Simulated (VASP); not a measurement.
Wanted: the native input for a VASP 6.6.1 run.

```yaml
Task: electric field gradients
Functional: PBEsol
Potentials_or_basis: VASP PAW PBE potentials, release 64 (Zn)
Cutoff: 520 eV
k_mesh: 18 × 18 × 8
Occupations: fermi-dirac, width 0.03 eV
Spin: no spin polarisation
Dipole_correction: no
Further_INCAR_settings: ALGO = Normal; EDIFF = 1e-08; NBANDS = 19
```

The structure of Zn lies in POSCAR:

```
Zn
1.0
    2.5848541116      0.0000000000      0.0000000000
   -1.2924270558      2.2385493257      0.0000000000
    0.0000000000      0.0000000000      4.9467000000
Zn
2
Direct
    0.3333333333      0.6666666667      0.2500000000
    0.6666666667      0.3333333333      0.7500000000
```

This cell differs from its parent crystal: equal xx and yy strain of -3 %.

These files were run (other wordings do the same):

INCAR

```
ALGO = Normal
EDIFF = 1E-8
ENCUT = 520
GGA = PS
ISIF = 2
ISMEAR = -1
LASPH = T
LCHARG = F
LEFG = T
LREAL = F
LWAVE = F
NBANDS = 19
NELM = 60
PREC = Accurate
SIGMA = 0.03
```

KPOINTS

```
k-points
0
Gamma
  18 18 8
```

Potentials or basis: VASP PAW PBE potentials, release 64 (Zn).

Command:

```console
$ cat potpaw_PBE.64/Zn/POTCAR > POTCAR
$ mpirun -np 1 vasp_std > vasp.out
```

Results of the run:

| Item | Value |
| --- | --- |
| Pressure | 0.5 GPa |
| Band gap on the k mesh | zero (band 12 reaches 5.15 eV, above the bottom of band 13 at 0.04 eV) |

Caveat: the cell differs from its parent crystal (equal xx and yy strain of -3 %); without QUAD_EFG the Cq values of the log hold for a quadrupole moment of 1 mb, not for the nuclei; the PAW data sets were made with another functional, which shifts forces and pressure a little.

It took 2.7 min on 1 thread of AMD EPYC 7R13 (shared host), peak memory 0.17 GiB.
